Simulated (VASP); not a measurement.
The system is La.

```
CELL_PARAMETERS angstrom
3.75424 0.00000 0.00000
-1.87712 3.25126 0.00000
0.00000 0.00000 6.13067
ATOMIC_POSITIONS crystal
La 0.33333 0.66667 0.25000
La 0.66667 0.33333 0.75000
```

* Program: VASP 6.6.1
* Task: relaxation of cell and atoms
* Functional: LDA
* Potentials or basis: VASP PAW LDA potentials, release 64 (La)
* Cutoff: 600 eV
* k mesh: 10 × 10 × 5
* Occupations: fermi-dirac, width 0.1 eV
* Spin: no spin polarisation

At the start: pressure -3.2 GPa; volume 37.42 Å³/atom.

Task: Where does the relaxation end?

Result: Over 9 steps the energy falls by 49.8 meV/atom and the volume is 32.65 Å³/atom (-12.7 %); space group P6_3/mmc (No. 194, to 0.05 Å).

Step by step:
```tsv
step	energy change (eV)	largest force (eV/Å)	pressure (GPa)	volume (Å³)
1	0.0000	0.0000	-3.18	74.83
2	-0.0957	0.0000	-0.64	67.08
3	-0.0987	0.0000	-0.03	65.60
4	-0.0987	0.0000	0.08	65.43
5	-0.0992	0.0000	-0.02	65.39
6	-0.0996	0.0000	0.06	65.30
7	-0.0996	0.0000	0.02	65.31
8	-0.0996	0.0000	-0.03	65.30
9	-0.0996	0.0000	0.04	65.30
```

Final structure:
```
La
1.0
     3.57299    0.00000    0.00000
    -1.78649    3.09430    0.00000
     0.00000    0.00000    5.90662
La
2
Direct
  0.33333 0.66667 0.25000
  0.66667 0.33333 0.75000
```
